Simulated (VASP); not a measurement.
Wanted: the native input for a VASP 6.6.1 run.

| Property | Result |
| --- | --- |
| Task | single point |
| Functional | RPBE |
| Dispersion | D4 |
| Potentials or basis | VASP PAW PBE potentials, release 64 (Os) |
| Cutoff | 520 eV |
| k mesh | 11 × 11 × 6 |
| Occupations | fermi-dirac, width 0.05 eV |
| Spin | no spin polarisation |
| Dipole correction | no |
| Further INCAR settings | ALGO = Normal; EDIFF = 1e-06; NBANDS = 15 |

The structure of Os lies in POSCAR:

```
Os
1.0
    2.7341000000      0.0000000000      0.0000000000
   -1.3670500000      2.3678000565      0.0000000000
    0.0000000000      0.0000000000      4.3197000000
Os
2
Direct
    0.6666666667      0.3333333333      0.7500000000
    0.3333333333      0.6666666667      0.2500000000
```

The input as run:

INCAR

```
SYSTEM = Os
PREC = Accurate
ENCUT = 520
EDIFF = 1E-6
ISMEAR = -1
SIGMA = 0.05
LREAL = .FALSE.
LASPH = .TRUE.
NELM = 100
ALGO = Normal
ISIF = 2
LWAVE = .FALSE.
LCHARG = .FALSE.
GGA = RP
IVDW = 13
NBANDS = 15
```

KPOINTS

```
Automatic mesh
0
G
  11 11 6
  0 0 0
```

Potentials or basis: VASP PAW PBE potentials, release 64 (Os).

The run is started by

```console
$ cat potpaw_PBE.64/Os/POTCAR > POTCAR
$ mpirun -np 1 vasp_std > vasp.out
```

Results of the run:

```yaml
Pressure: -1.0 GPa
Band_gap_on_the_k_mesh: zero (bands 8 and 9 overlap by 3.89 eV)
Dispersion_energy_per_atom: -1.241 eV
```

Caveat: the dispersion term is far too large for a dense solid, which distorts pressure and volume; the PAW data sets were made with another functional, which shifts forces and pressure a little; spin-orbit coupling is left out, which moves the levels of the heavy elements.

Run time: 46 s on 1 thread of AMD EPYC 7R13, on a shared host, peak memory 0.12 GiB.
